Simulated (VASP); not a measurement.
# Ir (Pm-3m) in VASP: notebook, part 2 of 2

VASP 6.6.1.

## Step 3: Single point, revPBE (volume scaled by 0.92)

INCAR reads:

```
  PREC = Accurate
  ENCUT = 520
  EDIFF = 1E-6
  ISMEAR = -1
  SIGMA = 0.1
  LREAL = F
  LASPH = T
  NELM = 60
  ALGO = Normal
  ISIF = 2
  LWAVE = F
  LCHARG = F
  GGA = RE
  NBANDS = 10
```

KPOINTS reads:

```
Automatic mesh
0
Gamma
  14 14 14
```

POSCAR reads:

```
Ir
1.0
    2.5105787394      0.0000000000      0.0000000000
    0.0000000000      2.5105787394      0.0000000000
    0.0000000000      0.0000000000      2.5105787394
Ir
1
Direct
    0.0000000000      0.0000000000      0.0000000000
```

Potentials or basis: VASP PAW PBE potentials, release 64 (Ir).

Launch:

```bash
$ cat potpaw_PBE.64/Ir/POTCAR > POTCAR
$ mpirun -np 1 vasp_std > vasp.out
```

OUTCAR:

```text
PREC = Accurate
   ENCUT = 520
   EDIFF = 1E-6
   ISMEAR = -1
   LREAL = F
   LASPH = T
   NELM = 60
   ISIF = 2
   GGA = RE

 ion  position               nearest neighbor table
   1  0.000  0.000  0.000-

  LATTYP: Found a simple cubic cell.
 ALAT       =     2.5105787394

  Lattice vectors:

 A1 = (   2.5105787394,   0.0000000000,   0.0000000000)
 A2 = (   0.0000000000,   2.5105787394,   0.0000000000)
 A3 = (   0.0000000000,   0.0000000000,   2.5105787394)

Analysis of symmetry for initial positions (statically):
=====================================================================
 Subroutine PRICEL returns:
 Original cell was already a primitive cell.

 Routine SETGRP: Setting up the symmetry group for a
 simple cubic supercell.

 Subroutine GETGRP returns: Found 48 space group operations
 (whereof 48 operations were pure point group operations)
 out of a pool of 48 trial point group operations.

The static configuration has the point symmetry O_h .

Analysis of symmetry for dynamics (positions and initial velocities):
=====================================================================
 Subroutine PRICEL returns:
 Original cell was already a primitive cell.

 Routine SETGRP: Setting up the symmetry group for a
 simple cubic supercell.

 Subroutine GETGRP returns: Found 48 space group operations
 (whereof 48 operations were pure point group operations)
 out of a pool of 48 trial point group operations.

The dynamic configuration has the point symmetry O_h .

 Subroutine INISYM returns: Found 48 space group operations
 (whereof 48 operations are pure point group operations),
 and found     1 'primitive' translations

----------------------------------------------------------------------------------------

                                     Primitive cell

  volume of cell :      15.8242

  direct lattice vectors                    reciprocal lattice vectors
     2.510578739  0.000000000  0.000000000     0.398314534  0.000000000  0.000000000
     0.000000000  2.510578739  0.000000000     0.000000000  0.398314534  0.000000000
     0.000000000  0.000000000  2.510578739     0.000000000  0.000000000  0.398314534

  length of vectors
     2.510578739  2.510578739  2.510578739     0.398314534  0.398314534  0.398314534

  position of ions in fractional coordinates (direct lattice)
     0.000000000  0.000000000  0.000000000

  ion indices of the primitive-cell ions
   primitive index   ion index
                 1           1

----------------------------------------------------------------------------------------

 KPOINTS: Automatic mesh

Automatic generation of k-mesh.
 Grid dimensions read from file:
 generate k-points for:   14   14   14

 Generating k-lattice:

  Cartesian coordinates                     Fractional coordinates (reciprocal lattice)
     0.028451038  0.000000000  0.000000000     0.071428571  0.000000000  0.000000000
     0.000000000  0.028451038  0.000000000     0.000000000  0.071428571  0.000000000
     0.000000000  0.000000000  0.028451038     0.000000000  0.000000000  0.071428571

  Length of vectors
     0.028451038  0.028451038  0.028451038

  Shift w.r.t. Gamma in fractional coordinates (k-lattice)
     0.000000000  0.000000000  0.000000000

 Subroutine IBZKPT returns following result:
 ===========================================

 Found    120 irreducible k-points:

 Following reciprocal coordinates:
            Coordinates               Weight
  0.000000  0.000000  0.000000      1.000000
  0.071429  0.000000  0.000000      6.000000
  0.142857  0.000000  0.000000      6.000000
  0.214286  0.000000  0.000000      6.000000
  0.285714  0.000000  0.000000      6.000000
  0.357143  0.000000  0.000000      6.000000
[... 16 lines left out ...]
  0.285714  0.214286  0.000000     24.000000
  0.357143  0.214286  0.000000     24.000000
 [... further k-points ...]
   k-points           NKPTS =    120   k-points in BZ     NKDIM =    120   number of bands    NBANDS=     10
   number of dos      NEDOS =    301   number of ions     NIONS =      1
   total plane-waves  NPLWV =   8000
   dimension x,y,z NGX =    20 NGY =   20 NGZ =   20
   dimension x,y,z NGXF=    40 NGYF=   40 NGZF=   40
   ions per type =               1
   NGX,Y,Z   is equivalent  to a cutoff of  13.24, 13.24, 13.24 a.u.
   NGXF,Y,Z  is equivalent  to a cutoff of  26.49, 26.49, 26.49 a.u.
 SYSTEM =  unknown system
   PREC   = accura    normal or accurate (medium, high low for compatibility)
   ISTART =      0    job   : 0-new  1-cont  2-samecut
   ICHARG =      2    charge: 1-file 2-atom 10-const
   ISPIN  =      1    spin polarized calculation?
   LNONCOLLINEAR =      F non collinear calculations
   LSORBIT =      F    spin-orbit coupling
   LASPH  =      T    aspherical Exc in radial PAW
   ENCUT  =  520.0 eV  38.22 Ry    6.18 a.u.   4.67  4.67  4.67*2*pi/ulx,y,z
   NELM   =     60;   NELMIN=  2; NELMDL= -5     # of ELM steps
   EDIFF  = 0.1E-05   stopping-criterion for ELM
   LREAL  =      F    real-space projection
   EDIFFG = 0.1E-04   stopping-criterion for IOM
   NSW    =      0    number of steps for IOM
   IBRION =     -1    ionic relax: 0-MD 1-quasi-New 2-CG
   NFREE  =      0    steps in history (QN), initial steepest desc. (CG)
   ISIF   =      2    stress and relaxation
   ISYM   =      2    0-nonsym 1-usesym 2-fastsym
   POTIM  = 0.5000    time-step for ionic-motion
   TEBEG  =    0.0;   TEEND  =   0.0 temperature during run
   PSTRESS=    0.0 pullay stress
   NELECT =       9.0000    total number of electrons
   NUPDOWN=      -1.0000    fix difference up-down
   EMIN   =  10.00;   EMAX   =-10.00  energy-range for DOS
   EFERMI =   0.00;   METHOD = LEGACY
   ISMEAR =    -1;   SIGMA  =   0.10  broadening in eV -4-tet -1-fermi 0-gaus
   EFERMI_NEDOS =   21; number of points for ismear=-14 and -15
   IALGO  =     38    algorithm
   IMIX   =      4    mixing-type and parameters
     AMIX     =   0.40;   BMIX     =  1.00
     AMIX_MAG =   1.60;   BMIX_MAG =  1.00
  volume/ion in A,a.u.               =      15.82       106.79
  Fermi-wavevector in a.u.,A,eV,Ry     =   1.356381  2.563189 25.031597  1.839770
  Thomas-Fermi vector in A             =   2.483389
   LORBIT       =      0    0 simple, 1 ext, 2 COOP (PROOUT), +10 PAW based schemes
   GGA     = RE    functional components
   LHFCALC =     F    Hartree Fock is set to
   AEXX    =    0.0000 exact exchange contribution
   IVDW    =     0    specifies the selected vdW correction
   LEPSILON=     F    determine dielectric tensor
   LRPA    =     F    only Hartree local field effects (RPA)
 non-spin polarized calculation
  energy-cutoff  :      520.00
  volume of cell :       15.82
 maximum number of plane-waves:       449
 NGX is ok and might be reduce to    20
   NGX =  9   NGY =  9   NGZ =  9

 number of electron       9.0000001 magnetization

 Free energy of the ion-electron system (eV)
  ---------------------------------------------------
  ext. energy  EPLUGINS =         0.00000000
  ---------------------------------------------------
  free energy    TOTEN  =        -7.28971768 eV

  energy without entropy =       -7.24716810  energy(sigma->0) =       -7.26844289

 E-fermi :   8.5435     XC(G=0): -13.1176

 val. band max:        8.5112857213   @ k =   0.1429   0.1429   0.0714
 cond. band min:       8.5973166434   @ k =   0.2143   0.0000   0.0000
 fundamental gap:      0.0860309221
 Fermi energy:         8.5434586810

 k-point     1 :       0.0000    0.0000    0.0000
  band No.  band energies     occupation
      1      -1.1790      2.00000
      2       1.9883      2.00000
      3       1.9883      2.00000
      4       9.9859      0.00000
      5       9.9859      0.00000
      6       9.9859      0.00000
      7      24.6031      0.00000
      8      24.6031      0.00000
      9      24.6031      0.00000
     10      30.8990      0.00000
[... 287 lines left out ...]
 k-point    24 :       0.3571    0.2143    0.0000
  band No.  band energies     occupation
      1       2.2464      2.00000
      2       3.6621      2.00000
      3       5.1304      2.00000
      4       7.5868      1.99986
      5       8.2456      1.90321
      6       8.9825      0.02450
      7      17.3522      0.00000
      8      23.6073      0.00000
      9      27.3968      0.00000
     10      31.8402      0.00000

 [... further k-points ...]

------------------------ aborting loop because EDIFF is reached ----------------------------------------

  FORCE on cell =-STRESS in cart. coord.  units (eV):
  Direction    XX          YY          ZZ          XY          YZ          ZX
  --------------------------------------------------------------------------------------
  -------------------------------------------------------------------------------------
  Total        2.3382595      2.3382595      2.3382595     -0.0000000     -0.0000000      0.0000000
  in kB      236.7455121    236.7455121    236.7455121     -0.0000000     -0.0000000      0.0000000
  external PRESSURE =     236.7455121 kB  Pullay stress =       0.0000000 kB

 VOLUME and BASIS-vectors are now :
 -----------------------------------------------------------------------------
  energy-cutoff  :      520.00
  volume of cell :       15.82
      direct lattice vectors                 reciprocal lattice vectors
     2.510578739  0.000000000  0.000000000     0.398314534  0.000000000  0.000000000
     0.000000000  2.510578739  0.000000000     0.000000000  0.398314534  0.000000000
     0.000000000  0.000000000  2.510578739     0.000000000  0.000000000  0.398314534

 POSITION                                       TOTAL-FORCE (eV/Angst)
 -----------------------------------------------------------------------------------
      0.00000      0.00000      0.00000         0.000000      0.000000      0.000000
 -----------------------------------------------------------------------------------
    total drift:                                0.000000      0.000000      0.000000

  FREE ENERGIE OF THE ION-ELECTRON SYSTEM (eV)
  ---------------------------------------------------
  free  energy   TOTEN  =        -7.2897176793 eV

  energy  without entropy=       -7.2471681036  energy(sigma->0) =       -7.26844289
```

Run time: 7.6 s. Hardware: 1 thread of Intel Xeon Platinum 8375C at 2.90GHz (Ice Lake), shared host; peak memory 0.13 GiB.

Results:

```
Free energy : -7.2897 eV
Pressure    : 23.7 GPa
```

Caveat: the PAW data sets were made with another functional, which shifts forces and pressure a little; spin-orbit coupling is left out, which moves the levels of the heavy elements.

## Step 4: Single point, revPBE (volume scaled by 0.96)

INCAR reads:

```
PREC     = Accurate       # precision mode
ENCUT    = 520            # plane-wave cutoff, eV
EDIFF    = 1E-6           # SCF threshold, eV
ISMEAR   = -1             # smearing method
SIGMA    = 0.1            # smearing width, eV
LREAL    = F              # projectors in reciprocal space
LASPH    = T              # aspherical terms in the spheres
NELM     = 80             # most SCF steps
ALGO     = Normal         # electronic algorithm
ISIF     = 2              # what is computed and relaxed
LWAVE    = F              # write WAVECAR
LCHARG   = T              # write CHGCAR
GGA      = RE             # functional
LELF     = T              # ELF
LVHAR    = T            
NBANDS   = 10             # bands
```

KPOINTS reads:

```
regular mesh
0
Gamma
  14 14 14
```

POSCAR reads:

```
Ir
1.0
    2.5464489962      0.0000000000      0.0000000000
    0.0000000000      2.5464489962      0.0000000000
    0.0000000000      0.0000000000      2.5464489962
Ir
1
Direct
    0.0000000000      0.0000000000      0.0000000000
```

Potentials or basis: VASP PAW PBE potentials, release 64 (Ir).

Launch:

```bash
$ cat potpaw_PBE.64/Ir/POTCAR > POTCAR
$ mpirun -np 1 vasp_std > vasp.out
```

OUTCAR:

```text
PREC = Accurate
   ENCUT = 520
   EDIFF = 1E-6
   ISMEAR = -1
   LREAL = F
   LASPH = T
   NELM = 80
   ISIF = 2
   GGA = RE

 ion  position               nearest neighbor table
   1  0.000  0.000  0.000-

  LATTYP: Found a simple cubic cell.
 ALAT       =     2.5464489962

  Lattice vectors:

 A1 = (   2.5464489962,   0.0000000000,   0.0000000000)
 A2 = (   0.0000000000,   2.5464489962,   0.0000000000)
 A3 = (   0.0000000000,   0.0000000000,   2.5464489962)

Analysis of symmetry for initial positions (statically):
=====================================================================
 Subroutine PRICEL returns:
 Original cell was already a primitive cell.

 Routine SETGRP: Setting up the symmetry group for a
 simple cubic supercell.

 Subroutine GETGRP returns: Found 48 space group operations
 (whereof 48 operations were pure point group operations)
 out of a pool of 48 trial point group operations.

The static configuration has the point symmetry O_h .

Analysis of symmetry for dynamics (positions and initial velocities):
[... 165 lines left out ...]
  band No.  band energies     occupation
      1      -1.4245      2.00000
      2       1.7313      2.00000
      3       1.7313      2.00000
      4       9.2392      0.00000
      5       9.2392      0.00000
      6       9.2392      0.00000
      7      23.6820      0.00000
      8      23.6820      0.00000
      9      23.6820      0.00000
     10      29.7517      0.00000
[... 287 lines left out ...]
 k-point    24 :       0.3571    0.2143    0.0000
  band No.  band energies     occupation
      1       1.9156      2.00000
      2       3.3195      2.00000
      3       4.6854      2.00000
      4       7.0130      1.99974
      5       7.6328      1.87890
      6       8.3105      0.03475
      7      16.4314      0.00000
      8      22.6182      0.00000
      9      26.5337      0.00000
     10      30.6390      0.00000

 [... further k-points ...]

------------------------ aborting loop because EDIFF is reached ----------------------------------------

  FORCE on cell =-STRESS in cart. coord.  units (eV):
  Direction    XX          YY          ZZ          XY          YZ          ZX
  --------------------------------------------------------------------------------------
  -------------------------------------------------------------------------------------
  Total        1.0567472      1.0567472      1.0567472      0.0000000      0.0000000     -0.0000000
  in kB      102.5360855    102.5360855    102.5360855      0.0000000      0.0000000     -0.0000000
  external PRESSURE =     102.5360855 kB  Pullay stress =       0.0000000 kB

 VOLUME and BASIS-vectors are now :
 -----------------------------------------------------------------------------
  energy-cutoff  :      520.00
  volume of cell :       16.51
      direct lattice vectors                 reciprocal lattice vectors
     2.546448996  0.000000000  0.000000000     0.392703723  0.000000000  0.000000000
     0.000000000  2.546448996  0.000000000     0.000000000  0.392703723  0.000000000
     0.000000000  0.000000000  2.546448996     0.000000000  0.000000000  0.392703723

 POSITION                                       TOTAL-FORCE (eV/Angst)
 -----------------------------------------------------------------------------------
      0.00000      0.00000      0.00000         0.000000      0.000000      0.000000
 -----------------------------------------------------------------------------------
    total drift:                                0.000000      0.000000      0.000000

  FREE ENERGIE OF THE ION-ELECTRON SYSTEM (eV)
  ---------------------------------------------------
  free  energy   TOTEN  =        -7.3617488906 eV

  energy  without entropy=       -7.3162129129  energy(sigma->0) =       -7.33898090
```

OSZICAR:

```text
N       E                     dE             d eps       ncg     rms          rms(c)
DAV:   1     0.480820050968E+02    0.48082E+02   -0.42179E+03  2424   0.794E+02
DAV:   2    -0.675666475494E+01   -0.54839E+02   -0.52248E+02  2474   0.189E+02
DAV:   3    -0.772653594057E+01   -0.96987E+00   -0.96146E+00  2888   0.307E+01
DAV:   4    -0.773523377205E+01   -0.86978E-02   -0.86960E-02  2794   0.274E+00
DAV:   5    -0.773542292306E+01   -0.18915E-03   -0.18915E-03  2800   0.389E-01    0.117E+01
DAV:   6    -0.741288745591E+01    0.32254E+00   -0.67308E-01  2762   0.946E+00    0.512E+00
DAV:   7    -0.736609269063E+01    0.46795E-01   -0.15062E-01  3160   0.400E+00    0.157E+00
DAV:   8    -0.736396425797E+01    0.21284E-02   -0.10372E-02  2670   0.146E+00    0.106E+00
DAV:   9    -0.736174643987E+01    0.22178E-02   -0.12566E-03  2654   0.520E-01    0.307E-02
DAV:  10    -0.736174941815E+01   -0.29783E-05   -0.66690E-06  2888   0.257E-02    0.732E-03
DAV:  11    -0.736174889062E+01    0.52753E-06   -0.19660E-07  1520   0.390E-03
   1 F= -.73617489E+01 E0= -.73389809E+01  d E =-.455360E-01
```

stdout:

```text
POSCAR found type information on POSCAR Ir
 POSCAR found :  1 types and       1 ions
 scaLAPACK will be used
 -----------------------------------------------------------------------------
|                                                                             |
|                                                                             |
|     You enforced a specific xc type in the INCAR file but a different       |
|     I HOPE YOU KNOW WHAT YOU ARE DOING!                                     |
|                                                                             |
 -----------------------------------------------------------------------------

 LDA part: xc-table for (Slater+PW92), standard interpolation
 POSCAR, INCAR and KPOINTS ok, starting setup
 FFT: planning ... GRIDC
 FFT: planning ... GRID_SOFT
 FFT: planning ... GRID
 WAVECAR not read
 entering main loop
```

It took 8.6 s on 1 thread of Intel Xeon Platinum 8375C at 2.90GHz (Ice Lake), shared host; peak memory 0.14 GiB.

Results:

| Quantity | Value |
| --- | --- |
| Free energy | -7.3617 eV |
| Pressure | 10.3 GPa |

Caveat: the PAW data sets were made with another functional, which shifts forces and pressure a little; spin-orbit coupling is left out, which moves the levels of the heavy elements.

## Step 5: The runs side by side

```tsv
cell	gap on the mesh (eV)	pressure (GPa)
a = 2.474 Å, 1 atom	none	40.9
a = 2.511 Å, 1 atom	none	23.7
a = 2.546 Å, 1 atom	none	10.3
```

Alike in all rows: task single point; level revPBE; potentials or basis VASP PAW PBE potentials, release 64 (Ir); no spin polarisation; k mesh 14 × 14 × 14; cutoff (eV) 520; smearing fermi-dirac 0.1 eV.

Caveats: the PAW data sets were made with another functional, which shifts forces and pressure a little; spin-orbit coupling is left out, which moves the levels of the heavy elements.

Total energies depend on the potentials used, so only differences within one code and one set of settings carry meaning.
